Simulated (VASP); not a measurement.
Input of a VASP 6.6.1 run:

Contents of INCAR:

```
  ALGO = Normal
  EDIFF = 1E-6
  ENCUT = 520
  GGA = PE
  ISIF = 2
  ISMEAR = -1
  LASPH = True
  LCHARG = False
  LREAL = False
  LWAVE = False
  NBANDS = 27
  NELM = 100
  PREC = Accurate
  SIGMA = 0.05
```

File KPOINTS:

```
k-points
0
Gamma
  9 9 9
```

POSCAR

```
MgIn2N2
1.0
    1.6701479908      0.9642603921      7.7724938132
   -1.6701479908      0.9642603921      7.7724938132
    0.0000000000     -1.9285207842      7.7724938132
In Mg N
2 1 2
Direct
    0.5609933300      0.5609933300      0.5609933300
    0.4390066700      0.4390066700      0.4390066700
    0.0000000000      0.0000000000      0.0000000000
    0.7227233300      0.7227233300      0.7227233300
    0.2772766700      0.2772766700      0.2772766700
```

Potentials or basis: VASP PAW PBE potentials, release 64 (In_d, Mg, N).

Launch:

```bash
$ cat potpaw_PBE.64/In_d/POTCAR potpaw_PBE.64/Mg/POTCAR potpaw_PBE.64/N/POTCAR > POTCAR
$ mpirun -np 1 vasp_std > vasp.out
```

What does it give for the pressure?

-0.4 GPa.

Predict the band gap on the k mesh.

0.31 eV (least direct gap 0.60 eV).

Estimate the largest force.

0.015 eV/Å.

Forces in eV/Å, atoms in the order of the input:
```
In   0.000  0.000 -0.015
In   0.000  0.000  0.015
Mg   0.000  0.000  0.000
N    0.000  0.000  0.006
N    0.000  0.000 -0.006
```

Caveat: spin-orbit coupling is left out, which moves the levels of the heavy elements; an odd mesh through Γ misses points on the zone boundary, where band edges can lie.
